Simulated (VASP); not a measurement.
TlCl:

```xyz
2
Lattice="3.7936 0.0000 0.0000 0.0000 3.7936 0.0000 0.0000 0.0000 3.7936" Properties=species:S:1:pos:R:3 pbc="T T T"
Tl    0.0000    0.0000    0.0000
Cl    1.8968    1.8968    1.8968
```

Base run:

| Property | Result |
| --- | --- |
| Program | VASP 6.6.1 |
| Functional | r2SCANh |
| Potentials or basis | VASP PAW PBE potentials, release 64 (Tl_d, Cl) |
| Cutoff | 440 eV |
| k mesh | 4 × 4 × 4 |
| Occupations | gaussian, width 0.01 eV |
| Spin | no spin polarisation |

Its results: band gap on the k mesh 2.94 eV, direct; pressure 1.1 GPa.

The run is repeated on the same cell with these changes: functional from r2SCANh to HSE06; cutoff from 440 eV to 400 eV. What comes out?

Band gap on the k mesh 2.74 eV, direct; pressure 1.9 GPa.

Caveats: the PAW data sets were made with another functional, which shifts forces and pressure a little; spin-orbit coupling is left out, which moves the levels of the heavy elements.

A k mesh can miss the band edges.
